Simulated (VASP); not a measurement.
# Ta3PbO (P4/mmm) in VASP: notebook

Runs on Ta3PbO. Level: PBE. Tasks: single point, relaxation of cell and atoms.

Everything below comes from runs of VASP 6.6.1. Logs are shortened: lines on timing, memory, paths and dates and some standing lists are left out, and cuts for length are marked.

### 1 The cell of the first run

Symmetry: P4/mmm, No. 123, tetragonal system. The conventional cell has a = 4.653 Å, b = 4.653 Å, c = 5.151 Å, α = 90.00°, β = 90.00°, γ = 90.00°. Ta (site symmetry mmm) has 2 Pb at 2.33 Å and 2 O at 2.33 Å within 3.1 Å. Ta (site symmetry 4/mmm) has 2 Pb at 2.58 Å within 3.4 Å. Within 3.1 Å of Pb (site symmetry 4/mmm) lie 6 Ta at 2.33 to 2.58 Å. O (site symmetry 4/mmm) has 4 Ta at 2.33 Å within 3.1 Å.

### 2 Single point, PBE

Input file INCAR:

```
PREC     = Accurate       # precision mode
ENCUT    = 520            # plane-wave cutoff, eV
EDIFF    = 1E-7           # SCF threshold, eV
ISMEAR   = 0              # smearing method
SIGMA    = 0.1            # smearing width, eV
LREAL    = F              # projectors in reciprocal space
LASPH    = T              # aspherical terms in the spheres
NELM     = 100            # most SCF steps
ALGO     = Normal         # electronic algorithm
ISIF     = 2              # what is computed and relaxed
LWAVE    = F              # write WAVECAR
LCHARG   = T              # write CHGCAR
GGA      = PE             # functional
LELF     = T              # ELF
LVHAR    = T            
NBANDS   = 34             # bands
```

Input file KPOINTS:

```
Automatic mesh
0
Gamma
  4 4 4
```

Input file POSCAR:

```
Ta3PbO
1.0
    4.6533508300      0.0000000000      0.0000000000
    0.0000000000      4.6533508300      0.0000000000
    0.0000000000      0.0000000000      5.1514563200
Ta Pb O
3 1 1
Direct
    0.0000000000      0.5000000000      0.5000000000
    0.5000000000      0.0000000000      0.5000000000
    0.5000000000      0.5000000000      0.0000000000
    0.5000000000      0.5000000000      0.5000000000
    0.0000000000      0.0000000000      0.5000000000
```

Potentials or basis: VASP PAW PBE potentials, release 64 (Ta_pv, Pb_d, O).

Run with:

```
cat potpaw_PBE.64/Ta_pv/POTCAR potpaw_PBE.64/Pb_d/POTCAR potpaw_PBE.64/O/POTCAR > POTCAR
mpirun -np 1 vasp_std > vasp.out
```

OUTCAR:

```text
PREC = Accurate
   ENCUT = 520
   EDIFF = 1E-7
   ISMEAR = 0
   LREAL = F
   LASPH = T
   NELM = 100
   ISIF = 2
   GGA = PE

 ion  position               nearest neighbor table
   1  0.000  0.500  0.500-   4 2.33   5 2.33   5 2.33   4 2.33   2 3.29   2 3.29   2 3.29   2 3.29
                             3 3.47   3 3.47   3 3.47   3 3.47
   2  0.500  0.000  0.500-   4 2.33   5 2.33   4 2.33   5 2.33   1 3.29   1 3.29   1 3.29   1 3.29
                             3 3.47   3 3.47   3 3.47   3 3.47
   3  0.500  0.500  0.000-   4 2.58   4 2.58   1 3.47   1 3.47   2 3.47   2 3.47   2 3.47   2 3.47
                             1 3.47   1 3.47
   4  0.500  0.500  0.500-   1 2.33   2 2.33   2 2.33   1 2.33   3 2.58   3 2.58
   5  0.000  0.000  0.500-   1 2.33   2 2.33   1 2.33   2 2.33

  LATTYP: Found a simple tetragonal cell.
 ALAT       =     4.6533508300
 C/A-ratio  =     1.1070423246

  Lattice vectors:

 A1 = (   4.6533508300,   0.0000000000,   0.0000000000)
 A2 = (   0.0000000000,   4.6533508300,   0.0000000000)
 A3 = (   0.0000000000,   0.0000000000,   5.1514563200)

Analysis of symmetry for initial positions (statically):
=====================================================================
 Subroutine PRICEL returns:
 Original cell was already a primitive cell.

 Routine SETGRP: Setting up the symmetry group for a
 simple tetragonal supercell.

 Subroutine GETGRP returns: Found 16 space group operations
 (whereof 16 operations were pure point group operations)
 out of a pool of 16 trial point group operations.

The static configuration has the point symmetry D_4h.

Analysis of symmetry for dynamics (positions and initial velocities):
=====================================================================
 Subroutine PRICEL returns:
 Original cell was already a primitive cell.

 Routine SETGRP: Setting up the symmetry group for a
 simple tetragonal supercell.

 Subroutine GETGRP returns: Found 16 space group operations
 (whereof 16 operations were pure point group operations)
 out of a pool of 16 trial point group operations.

The dynamic configuration has the point symmetry D_4h.

 Subroutine INISYM returns: Found 16 space group operations
 (whereof 16 operations are pure point group operations),
 and found     1 'primitive' translations

----------------------------------------------------------------------------------------

                                     Primitive cell

  volume of cell :     111.5480

  direct lattice vectors                    reciprocal lattice vectors
     4.653350830  0.000000000  0.000000000     0.214898905  0.000000000  0.000000000
     0.000000000  4.653350830  0.000000000     0.000000000  0.214898905  0.000000000
     0.000000000  0.000000000  5.151456320     0.000000000  0.000000000  0.194119864

  length of vectors
     4.653350830  4.653350830  5.151456320     0.214898905  0.214898905  0.194119864

  position of ions in fractional coordinates (direct lattice)
     0.000000000  0.500000000  0.500000000
     0.500000000  0.000000000  0.500000000
     0.500000000  0.500000000  0.000000000
     0.500000000  0.500000000  0.500000000
     0.000000000  0.000000000  0.500000000

  ion indices of the primitive-cell ions
   primitive index   ion index
                 1           1
                 2           2
                 3           3
                 4           4
                 5           5

----------------------------------------------------------------------------------------

 KPOINTS: Automatic mesh

Automatic generation of k-mesh.
 Grid dimensions read from file:
 generate k-points for:    4    4    4

 Generating k-lattice:

  Cartesian coordinates                     Fractional coordinates (reciprocal lattice)
     0.053724726  0.000000000  0.000000000     0.250000000  0.000000000  0.000000000
     0.000000000  0.053724726  0.000000000     0.000000000  0.250000000  0.000000000
     0.000000000  0.000000000  0.048529966     0.000000000  0.000000000  0.250000000

  Length of vectors
     0.053724726  0.053724726  0.048529966

  Shift w.r.t. Gamma in fractional coordinates (k-lattice)
     0.000000000  0.000000000  0.000000000

 Subroutine IBZKPT returns following result:
 ===========================================

 Found     18 irreducible k-points:

 Following reciprocal coordinates:
            Coordinates               Weight
  0.000000  0.000000  0.000000      1.000000
  0.250000  0.000000  0.000000      4.000000
  0.500000  0.000000  0.000000      2.000000
  0.250000  0.250000  0.000000      4.000000
  0.500000  0.250000  0.000000      4.000000
  0.500000  0.500000  0.000000      1.000000
[... 10 lines left out ...]
  0.500000  0.250000  0.500000      4.000000
  0.500000  0.500000  0.500000      1.000000
   k-points           NKPTS =     18   k-points in BZ     NKDIM =     18   number of bands    NBANDS=     34
   number of dos      NEDOS =    301   number of ions     NIONS =      5
   total plane-waves  NPLWV =  51840
   dimension x,y,z NGX =    36 NGY =   36 NGZ =   40
   dimension x,y,z NGXF=    72 NGYF=   72 NGZF=   80
   ions per type =               3   1   1
   NGX,Y,Z   is equivalent  to a cutoff of  12.86, 12.86, 12.91 a.u.
   NGXF,Y,Z  is equivalent  to a cutoff of  25.72, 25.72, 25.82 a.u.
 SYSTEM =  unknown system
   PREC   = accura    normal or accurate (medium, high low for compatibility)
   ISTART =      0    job   : 0-new  1-cont  2-samecut
   ICHARG =      2    charge: 1-file 2-atom 10-const
   ISPIN  =      1    spin polarized calculation?
   LNONCOLLINEAR =      F non collinear calculations
   LSORBIT =      F    spin-orbit coupling
   LASPH  =      T    aspherical Exc in radial PAW
   ENCUT  =  520.0 eV  38.22 Ry    6.18 a.u.   8.65  8.65  9.58*2*pi/ulx,y,z
   NELM   =    100;   NELMIN=  2; NELMDL= -5     # of ELM steps
   EDIFF  = 0.1E-06   stopping-criterion for ELM
   LREAL  =      F    real-space projection
   EDIFFG = 0.1E-05   stopping-criterion for IOM
   NSW    =      0    number of steps for IOM
   IBRION =     -1    ionic relax: 0-MD 1-quasi-New 2-CG
   NFREE  =      0    steps in history (QN), initial steepest desc. (CG)
   ISIF   =      2    stress and relaxation
   ISYM   =      2    0-nonsym 1-usesym 2-fastsym
   POTIM  = 0.5000    time-step for ionic-motion
   TEBEG  =    0.0;   TEEND  =   0.0 temperature during run
   PSTRESS=    0.0 pullay stress
   NELECT =      53.0000    total number of electrons
   NUPDOWN=      -1.0000    fix difference up-down
   EMIN   =  10.00;   EMAX   =-10.00  energy-range for DOS
   EFERMI =   0.00;   METHOD = LEGACY
   ISMEAR =     0;   SIGMA  =   0.10  broadening in eV -4-tet -1-fermi 0-gaus
   EFERMI_NEDOS =   21; number of points for ismear=-14 and -15
   IALGO  =     38    algorithm
   IMIX   =      4    mixing-type and parameters
     AMIX     =   0.40;   BMIX     =  1.00
     AMIX_MAG =   1.60;   BMIX_MAG =  1.00
  volume/ion in A,a.u.               =      22.31       150.55
  Fermi-wavevector in a.u.,A,eV,Ry     =   1.277457  2.414043 22.203294  1.631896
  Thomas-Fermi vector in A             =   2.410055
   LORBIT       =      0    0 simple, 1 ext, 2 COOP (PROOUT), +10 PAW based schemes
   GGA     = PE    functional components
   LHFCALC =     F    Hartree Fock is set to
   AEXX    =    0.0000 exact exchange contribution
   IVDW    =     0    specifies the selected vdW correction
   LEPSILON=     F    determine dielectric tensor
   LRPA    =     F    only Hartree local field effects (RPA)
 non-spin polarized calculation
 Gauss-broadening in eV      SIGMA  =   0.10
  energy-cutoff  :      520.00
  volume of cell :      111.55
 maximum number of plane-waves:      3027
 NGX is ok and might be reduce to    36
   NGX = 17   NGY = 17   NGZ = 19

 number of electron      53.0000010 magnetization

 Free energy of the ion-electron system (eV)
  ---------------------------------------------------
  ext. energy  EPLUGINS =         0.00000000
  ---------------------------------------------------
  free energy    TOTEN  =       -31.18736958 eV

  energy without entropy =      -31.15673094  energy(sigma->0) =      -31.17205026

 E-fermi :   4.5379     XC(G=0): -10.3864

 val. band max:        4.5158064807   @ k =   0.2500   0.2500   0.5000
 cond. band min:       4.5684104563   @ k =   0.2500   0.2500   0.2500
 fundamental gap:      0.0526039756
 Fermi energy:         4.5379357731

 k-point     1 :       0.0000    0.0000    0.0000
  band No.  band energies     occupation
      1     -31.2075      2.00000
      2     -31.2075      2.00000
      3     -30.9278      2.00000
      4     -30.9278      2.00000
      5     -30.6191      2.00000
      6     -30.4796      2.00000
[... 26 lines left out ...]
     33       6.8787      0.00000
     34       7.2769      0.00000

 k-point     2 :       0.2500    0.0000    0.0000
  band No.  band energies     occupation
      1     -31.2750      2.00000
      2     -31.1874      2.00000
      3     -30.9638      2.00000
      4     -30.9524      2.00000
      5     -30.6048      2.00000
      6     -30.4896      2.00000
[... 26 lines left out ...]
     33       6.9005      0.00000
     34       7.2564      0.00000

 k-point     3 :       0.5000    0.0000    0.0000
  band No.  band energies     occupation
      1     -31.3506      2.00000
      2     -31.1620      2.00000
      3     -30.9895      2.00000
      4     -30.9822      2.00000
      5     -30.5848      2.00000
      6     -30.5083      2.00000
[... 26 lines left out ...]
     33       6.7096      0.00000
     34       7.2568      0.00000
[... 482 lines left out ...]
 k-point    17 :       0.5000    0.2500    0.5000
  band No.  band energies     occupation
      1     -31.4027      2.00000
      2     -31.2096      2.00000
      3     -31.0955      2.00000
      4     -30.8842      2.00000
      5     -30.5713      2.00000
      6     -30.5455      2.00000
[... 26 lines left out ...]
     33       6.6861      0.00000
     34       7.1633      0.00000

 k-point    18 :       0.5000    0.5000    0.5000
  band No.  band energies     occupation
      1     -31.4701      2.00000
      2     -31.2369      2.00000
      3     -31.1432      2.00000
      4     -30.8448      2.00000
      5     -30.5693      2.00000
      6     -30.5453      2.00000
[... 26 lines left out ...]
     33       6.7174      0.00000
     34       6.9249      0.00000

------------------------ aborting loop because EDIFF is reached ----------------------------------------

  FORCE on cell =-STRESS in cart. coord.  units (eV):
  Direction    XX          YY          ZZ          XY          YZ          ZX
  --------------------------------------------------------------------------------------
  -------------------------------------------------------------------------------------
  Total       27.5716400     27.5716400      6.0583126      0.0000000      0.0000000      0.0000000
  in kB      396.0149375    396.0149375     87.0163069      0.0000000      0.0000000      0.0000000
  external PRESSURE =     293.0153940 kB  Pullay stress =       0.0000000 kB

 VOLUME and BASIS-vectors are now :
 -----------------------------------------------------------------------------
  energy-cutoff  :      520.00
  volume of cell :      111.55
      direct lattice vectors                 reciprocal lattice vectors
     4.653350830  0.000000000  0.000000000     0.214898905  0.000000000  0.000000000
     0.000000000  4.653350830  0.000000000     0.000000000  0.214898905  0.000000000
     0.000000000  0.000000000  5.151456320     0.000000000  0.000000000  0.194119864

 POSITION                                       TOTAL-FORCE (eV/Angst)
 -----------------------------------------------------------------------------------
      0.00000      2.32668      2.57573         0.000000      0.000000      0.000000
      2.32668      0.00000      2.57573         0.000000      0.000000      0.000000
      2.32668      2.32668      0.00000         0.000000      0.000000      0.000000
      2.32668      2.32668      2.57573         0.000000      0.000000      0.000000
      0.00000      0.00000      2.57573         0.000000      0.000000      0.000000
 -----------------------------------------------------------------------------------
    total drift:                                0.000000      0.000000      0.000000

  FREE ENERGIE OF THE ION-ELECTRON SYSTEM (eV)
  ---------------------------------------------------
  free  energy   TOTEN  =       -31.1873695844 eV

  energy  without entropy=      -31.1567309396  energy(sigma->0) =      -31.17205026
```

Wall time 29 s (1 thread of Intel Xeon 6975P-C (Granite Rapids), shared host); peak memory 0.25 GiB.

Results:

```yaml
Free_energy: -31.1874 eV
Pressure: 29.3 GPa
```

Caveat: spin-orbit coupling is left out, which moves the levels of the heavy elements; an odd number of electrons without spin polarisation forces a metal; a magnetic or distorted state may lie lower.

### 3 Single point, PBE

This run uses another cell than the first one, of 27.13 Å³/atom, 1.216 times its volume.

Input file INCAR:

```
SYSTEM = Ta3PbO
PREC = Accurate
ENCUT = 520
EDIFF = 1E-7
ISMEAR = 0
SIGMA = 0.1
LREAL = .FALSE.
LASPH = .TRUE.
NELM = 80
ALGO = Normal
ISIF = 2
LWAVE = .FALSE.
LCHARG = .FALSE.
GGA = PE
NBANDS = 34
```

Input file KPOINTS:

```
Automatic mesh
0
G
  4 4 4
  0 0 0
```

Edit POSCAR of step 2 so:

```diff
@@ -2,5 +2,5 @@
 1.0
-    4.6533508300      0.0000000000      0.0000000000
-    0.0000000000      4.6533508300      0.0000000000
-    0.0000000000      0.0000000000      5.1514563200
+    5.0652311604      0.0000000000      0.0000000000
+    0.0000000000      5.0652311604      0.0000000000
+    0.0000000000      0.0000000000      5.2868449767
 Ta Pb O
```

Potentials or basis: VASP PAW PBE potentials, release 64 (Ta_pv, Pb_d, O).

Run with:

```
cat potpaw_PBE.64/Ta_pv/POTCAR potpaw_PBE.64/Pb_d/POTCAR potpaw_PBE.64/O/POTCAR > POTCAR
mpirun -np 1 vasp_std > vasp.out
```

Wall time 41 s (1 thread of Intel Xeon 6975P-C (Granite Rapids), shared host); peak memory 0.28 GiB.

Results (log left out):

```yaml
Free_energy: -33.3969 eV
Pressure: 0.0 GPa
```

Levels at points of the mesh, in eV from the Fermi level:
```
           k point  band 22  band 23  band 24  band 25  band 26  band 27  band 28  band 29  band 30  band 31
(0.00, 0.00, 0.00)    -1.31    -1.31    -1.22    -1.01    -0.41    -0.41     0.63     0.83     0.83     1.04
(0.50, 0.00, 0.00)    -2.52    -1.85    -1.08    -0.89    -0.18     0.12     0.39     0.64     1.03     1.08
(0.50, 0.50, 0.00)    -3.15    -0.72    -0.72    -0.18    -0.18     0.08     0.30     0.57     0.87     0.91
(0.00, 0.00, 0.50)    -1.64    -1.56    -0.80    -0.71    -0.71    -0.27    -0.13     0.67     0.75     0.78
(0.50, 0.00, 0.50)    -2.97    -0.64    -0.47    -0.28    -0.23     0.00     0.32     0.46     0.49     0.51
(0.50, 0.50, 0.50)    -3.52    -0.48    -0.48    -0.23    -0.02     0.02     0.95     0.95     0.99     0.99
```

Caveat: spin-orbit coupling is left out, which moves the levels of the heavy elements; an odd number of electrons without spin polarisation forces a metal; a magnetic or distorted state may lie lower.

### 4 Relaxation of cell and atoms, PBE

Input file INCAR:

```
SYSTEM = Ta3PbO
ALGO = Normal ; EDIFF = 1E-7
EDIFFG = -0.04 ; ENCUT = 600
GGA = PE ; IBRION = 2
ISIF = 3 ; ISMEAR = 0
LASPH = .TRUE. ; LCHARG = .FALSE.
LREAL = .FALSE. ; LWAVE = .FALSE.
NELM = 100 ; NSW = 90
PREC = Accurate ; SIGMA = 0.1
```

Input file KPOINTS:

```
k-points
0
G
  4 4 4
  0 0 0
```

Edit POSCAR of step 3 so:

```diff
@@ -2,5 +2,5 @@
 1.0
-    5.0652311604      0.0000000000      0.0000000000
-    0.0000000000      5.0652311604      0.0000000000
-    0.0000000000      0.0000000000      5.2868449767
+    4.6533508300      0.0000000000      0.0000000000
+    0.0000000000      4.6533508300      0.0000000000
+    0.0000000000      0.0000000000      5.1514563200
 Ta Pb O
```

Run with:

```
cat potpaw_PBE.64/Ta_pv/POTCAR potpaw_PBE.64/Pb_d/POTCAR potpaw_PBE.64/O/POTCAR > POTCAR
mpirun -np 1 vasp_std > vasp.out
```

Run time: 5 min. Hardware: 1 thread of Intel Xeon 6975P-C (Granite Rapids), shared host; peak memory 0.3 GiB.

The run converged. Its results:

- Free energy: -33.3893 eV
- Relaxed volume: 27.12 Å³/atom
- Relaxed cell: a = 5.065 Å, b = 5.065 Å, c = 5.287 Å, α = 90.00°, β = 90.00°, γ = 90.00°
- Space group after relaxing (to 0.05 Å): P4/mmm (No. 123)
- Energy gained by relaxing: 439.9 meV/atom
- Ionic steps: 7
- Pressure after relaxing: 0.0 GPa

The path:
| step | energy change (eV) | largest force (eV/Å) | pressure (GPa) | volume (Å³) |
| --- | --- | --- | --- | --- |
| 1 | 0.0000 | 0.0000 | 29.30 | 111.55 |
| 2 | 1.7104 | 0.0000 | -13.27 | 189.25 |
| 3 | -2.1688 | 0.0000 | -1.82 | 138.14 |
| 4 | -2.1937 | 0.0000 | -0.32 | 135.82 |
| 5 | -2.1960 | 0.0000 | 0.33 | 134.88 |
| 6 | -2.1991 | 0.0000 | -0.11 | 135.85 |
| 7 | -2.1995 | 0.0000 | -0.01 | 135.61 |

Final structure:
```
Ta Pb O
1.0
     5.06460    0.00000    0.00000
     0.00000    5.06460    0.00000
     0.00000    0.00000    5.28705
Ta Pb O
3 1 1
Direct
  0.00000 0.50000 0.50000
  0.50000 0.00000 0.50000
  0.50000 0.50000 0.00000
  0.50000 0.50000 0.50000
  0.00000 0.00000 0.50000
```

Levels at points of the mesh, in eV from the Fermi level:
| k point | band 24 | band 25 | band 26 | band 27 | band 28 | band 29 |
| --- | --- | --- | --- | --- | --- | --- |
| (0.00, 0.00, 0.00) | -1.22 | -1.01 | -0.41 | -0.41 | 0.63 | 0.83 |
| (0.50, 0.00, 0.00) | -1.08 | -0.89 | -0.18 | 0.12 | 0.39 | 0.64 |
| (0.50, 0.50, 0.00) | -0.72 | -0.18 | -0.18 | 0.08 | 0.30 | 0.57 |
| (0.00, 0.00, 0.50) | -0.80 | -0.71 | -0.71 | -0.27 | -0.13 | 0.67 |
| (0.50, 0.00, 0.50) | -0.47 | -0.29 | -0.23 | 0.00 | 0.32 | 0.46 |
| (0.50, 0.50, 0.50) | -0.48 | -0.23 | -0.02 | 0.02 | 0.95 | 0.95 |

Caveat: the volume moved by over 15 % at a fixed basis, so the end points are rough; spin-orbit coupling is left out, which moves the levels of the heavy elements; an odd number of electrons without spin polarisation forces a metal; a magnetic or distorted state may lie lower.

[end of part 1 of 2]
